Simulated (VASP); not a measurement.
YHg, 2 atoms in the cell. It takes space group R-3m (No. 166, trigonal). The conventional cell has a = 5.233 Å, b = 5.233 Å, c = 6.314 Å, α = 90.00°, β = 90.00°, γ = 120.00°. Y (site symmetry -3m) has 8 Hg at 3.16 to 3.20 Å and 6 Y at 3.68 Å within 4.2 Å. Hg (site symmetry -3m) has 8 Y at 3.16 to 3.20 Å and 6 Hg at 3.68 Å within 4.2 Å.  This cell differs from its parent crystal: equal xy, yz and zx shear strains of -1 %.

- Program: VASP 6.6.1
- Task: single point
- Functional: LDA
- Potentials or basis: VASP PAW LDA potentials, release 64 (Y_sv, Hg)
- Cutoff: 520 eV
- k mesh: 11 × 11 × 11
- Occupations: fermi-dirac, width 0.08 eV
- Spin: no spin polarisation
- Dipole correction: no
- Further INCAR settings: ALGO = Normal; EDIFF = 1e-06; NBANDS = 18

Potentials or basis: VASP PAW LDA potentials, release 64 (Y_sv, Hg).

Run with:

```sh
$ cat potpaw_LDA.64/Y_sv/POTCAR potpaw_LDA.64/Hg/POTCAR > POTCAR
$ mpirun -np 1 vasp_std > vasp.out
```

Hardware: 1 thread of Intel(R) Xeon(R) 6975P-C (Granite Rapids), with other jobs on the host.

How long does it take, and how much memory?

Wall time 34 s on 1 thread of Intel(R) Xeon(R) 6975P-C (Granite Rapids) (shared host), peak memory 0.26 GiB. Counts: scf iterations 12, k points 146.
